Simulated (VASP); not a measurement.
## Nb4Si: relaxation of cell and atoms with PBE

Crystal: Nb4Si.

```
CELL_PARAMETERS angstrom
4.65626 0.00000 0.00000
0.00000 4.65626 0.00000
0.00000 0.00000 4.65626
ATOMIC_POSITIONS crystal
Nb 0.50000 0.00000 0.00000
Nb 0.00000 0.50000 0.00000
Nb 0.00000 0.00000 0.50000
Nb 0.50000 0.50000 0.50000
Si 0.00000 0.00000 0.00000
```

The cell was generated, and may not be a known phase.

```
Program                : VASP 6.6.1
Task                   : relaxation of cell and atoms
Functional             : PBE
Potentials or basis    : VASP PAW PBE potentials, release 64 (Nb_sv, Si)
Cutoff                 : 600 eV
k mesh                 : 8 × 8 × 8
Occupations            : gaussian, width 0.1 eV
Spin                   : no spin polarisation
Dipole correction      : no
Further INCAR settings : ALGO = Fast; EDIFF = 1e-06; IBRION = 2; EDIFFG = -0.01; NSW = 100; ISIF = 3
```

```yaml
Relaxed_volume: 20.16 Å³/atom
Relaxed_cell: a = 4.654 Å, b = 4.654 Å, c = 4.654 Å, α = 90.00°, β = 90.00°, γ = 90.00°
Space_group_after_relaxing_to_0.1_Å: Pm-3m (No. 221)
Energy_gained_by_relaxing: 0.0 meV/atom
Ionic_steps: 3
Pressure_after_relaxing: 0.0 GPa
Band_gap_on_the_k_mesh: zero (bands 28 and 29 overlap by 0.68 eV)
```

The path:
```tsv
step	energy change (eV)	largest force (eV/Å)	pressure (GPa)	volume (Å³)
1	0.0000	0.0000	-0.24	100.95
2	0.0002	0.0000	0.39	100.50
3	-0.0001	0.0000	0.01	100.78
```

Final structure:
```yaml
crystal:
  lattice:
    - [4.65365, 0.00000, 0.00000]
    - [0.00000, 4.65365, 0.00000]
    - [0.00000, 0.00000, 4.65365]
  atoms:
    - { symbol: Nb, position: [0.50000, 0.00000, 0.00000] }
    - { symbol: Nb, position: [0.00000, 0.50000, 0.00000] }
    - { symbol: Nb, position: [0.00000, 0.00000, 0.50000] }
    - { symbol: Nb, position: [0.50000, 0.50000, 0.50000] }
    - { symbol: Si, position: [0.00000, 0.00000, 0.00000] }
```

Levels at points of the mesh, in eV from the Fermi level:
```tsv
k point	band 26	band 27	band 28	band 29	band 30	band 31
(0.00, 0.00, 0.00)	-0.33	-0.14	-0.14	-0.14	0.69	0.69
(0.50, 0.00, 0.00)	-1.32	-1.17	0.46	0.81	0.82	0.82
(0.50, 0.50, 0.00)	-1.16	-0.77	-0.54	0.11	0.11	0.95
(0.50, 0.50, 0.50)	0.01	0.01	0.09	0.09	0.44	0.44
```

It took 6.5 min on 1 thread of Intel(R) Xeon(R) Platinum 8559C (Emerald Rapids), on a shared host, peak memory 0.33 GiB.
